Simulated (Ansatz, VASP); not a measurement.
## Two plane-wave programs on TiAl2

File POSCAR:

```
TiAl2
1.0
    1.9795500000     -6.0472000000      0.0000000000
    1.9795500000      6.0472000000      0.0000000000
    0.0000000000      0.0000000000      4.0315000000
Ti Al
2 4
Direct
    0.6490000000      0.3510000000      0.0000000000
    0.3510000000      0.6490000000      0.0000000000
    0.0000000000      0.0000000000      0.0000000000
    0.8240000000      0.1760000000      0.5000000000
    0.1760000000      0.8240000000      0.5000000000
    0.5000000000      0.5000000000      0.5000000000
```

INCAR.step1

```
SYSTEM = TiAl2
ALGO = Normal
EDIFF = 1E-4
ENCUT = 520
GGA = PE
ISMEAR = -1
LASPH = .True.
LCHARG = .False.
LREAL = .False.
LWAVE = .True.
NBANDS = 27
NELM = 80
PREC = Accurate
SIGMA = 0.01
```

Contents of INCAR.step2:

```
SYSTEM = TiAl2
ALGO = Normal
EDIFF = 1E-6
ENCUT = 520
ISIF = 2
ISMEAR = -1
ISTART = 1
LASPH = .True.
LCHARG = .False.
LMIXTAU = .True.
LREAL = .False.
LWAVE = .False.
METAGGA = R2SCAN
NBANDS = 27
NELM = 80
PREC = Accurate
SIGMA = 0.01
```

File KPOINTS:

```
k-points
0
Gamma
  10 10 10
  0 0 0
```

Input for Ansatz:

```yaml
crystal:
  lattice:
    - [1.97955, -6.0472, 0.0]
    - [1.97955, 6.0472, 0.0]
    - [0.0, 0.0, 4.0315]
  atoms:
    - { symbol: Ti, position: [0.649, 0.351, 0.0] }
    - { symbol: Ti, position: [0.351, 0.649, 0.0] }
    - { symbol: Al, position: [0.0, 0.0, 0.0] }
    - { symbol: Al, position: [0.824, 0.176, 0.5] }
    - { symbol: Al, position: [0.176, 0.824, 0.5] }
    - { symbol: Al, position: [0.5, 0.5, 0.5] }
basis:
  ecutwfc: 500
kpoints:
  mp_grid: { grid: [10, 10, 10] }
hamiltonian:
  xc: r2scan
scf:
  occupations: { method: fermi_dirac, width: 0.01 }
output:
  forces: true
  stress: true
  eigenvalues: true
```

Alike in both runs: task single point; functional r2SCAN; k mesh 10 × 10 × 10; occupations fermi-dirac, width 0.01 eV; no spin polarisation.

|  | VASP | Ansatz |
| --- | --- | --- |
| version | VASP 6.6.1 | Ansatz 0.2.0 |
| potentials or method | VASP PAW PBE potentials, release 64 (Ti_sv, Al), cutoff 520 eV | scalar-relativistic, plane waves, PAW |
| valence electrons in the cell | 36 | 36 |

```csv
,VASP,Ansatz,Ansatz less VASP
gap on the k mesh at the Fermi level (eV),none,none,-
pressure (GPa),-1.8,-1.8,+0.01
"traceless stress, the component that is largest in VASP (GPa)",1.68,1.67,-0.014
rms of the force components (eV/Å),0.331,0.329,-0.0016
```

VASP's potentials were made for PBE, not for r2SCAN. Atom by atom the forces differ by 0.002 eV/Å (rms over components). A gap of «none» marks a metal or a gap that the smearing closes.
